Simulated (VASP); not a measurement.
Se: relaxation of cell and atoms with RPBE

The system is Se.

```
Se
1.0
    -1.76004    1.76004    1.76004
     1.76004   -1.76004    1.76004
     1.76004    1.76004   -1.76004
Se
1
Direct
  0.00000 0.00000 0.00000
```

```json
{"Program": "VASP 6.6.1", "Task": "relaxation of cell and atoms", "Functional": "RPBE", "Potentials or basis": "VASP PAW PBE potentials, release 64 (Se)", "Cutoff": "600 eV", "k mesh": "13 × 13 × 13", "Occupations": "fermi-dirac, width 0.1 eV", "Spin": "no spin polarisation", "Dipole correction": "no", "Further INCAR settings": "ALGO = Normal; EDIFF = 1e-06; IBRION = 2; EDIFFG = -0.01; NSW = 80; ISIF = 3"}
```

| Quantity | Value |
| --- | --- |
| Relaxed volume | 20.88 Å³/atom |
| Relaxed cell | a = 3.004 Å, b = 3.004 Å, c = 3.004 Å, α = 109.47°, β = 109.47°, γ = 109.47° |
| Space group after relaxing (to 0.05 Å) | Im-3m (No. 229) |
| Energy gained by relaxing | 7.8 meV/atom |
| Ionic steps | 3 |
| Pressure after relaxing | 0.0 GPa |
| Band gap on the k mesh | zero (band 3 reaches 8.11 eV, above the bottom of band 4 at 2.16 eV) |

The path:
```csv
step,energy change (eV),largest force (eV/Å),pressure (GPa),volume (Å³)
1,0.0000,0.0000,-2.57,21.81
2,-0.0075,0.0000,0.50,20.72
3,-0.0078,0.0000,0.00,20.88
```

Final structure:
```
Se
1.0
    -1.73461    1.73461    1.73461
     1.73461   -1.73461    1.73461
     1.73461    1.73461   -1.73461
Se
1
Direct
  0.00000 0.00000 0.00000
```

Levels at points of the mesh, in eV from the Fermi level:
```
           k point  band 1  band 2  band 3  band 4  band 5  band 6
(0.00, 0.00, 0.00)  -15.90    2.80    2.80    2.80   10.84   12.27
```

It took 9 s on 1 thread of Intel(R) Xeon(R) 6975P-C (Granite Rapids) (shared host), peak memory 0.14 GiB.

Caveat: the PAW data sets were made with another functional, which shifts forces and pressure a little.
